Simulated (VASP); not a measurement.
# K: single point with r2SCAN

Crystal: K.

```xyz
2
Lattice="4.7653 0.0000 0.0000 -2.3826 4.1268 0.0000 0.0000 0.0000 7.7820" Properties=species:S:1:pos:R:3 pbc="T T T"
K     0.0000    2.7512    1.9455
K     2.3826    1.3756    5.8365
```

This isn't the form of K at room conditions, which is bcc.

```json
{
 "Program": "VASP 6.6.1",
 "Task": "single point",
 "Functional": "r2SCAN",
 "Potentials or basis": "VASP PAW PBE potentials, release 64 (K_sv)",
 "Cutoff": "520 eV",
 "k mesh": "9 × 9 × 5",
 "Occupations": "fermi-dirac, width 0.1 eV",
 "Spin": "no spin polarisation"
}
```

| Item | Value |
| --- | --- |
| Pressure | 0.0 GPa |
| Band gap on the k mesh | zero (bands 9 and 10 overlap by 2.26 eV) |

Levels at points of the mesh, in eV from the Fermi level:
```tsv
k point	band 5	band 6	band 7	band 8	band 9	band 10	band 11	band 12	band 13	band 14
(0.00, 0.00, 0.00)	-16.36	-16.36	-16.36	-16.36	-2.26	0.45	0.46	4.46	4.46	4.55
```

Wall time 11 min on 1 thread of Oxide Virtual Turin-like Processor (shared host), peak memory 0.29 GiB.

Caveat: the PAW data sets were made with another functional, which shifts forces and pressure a little.
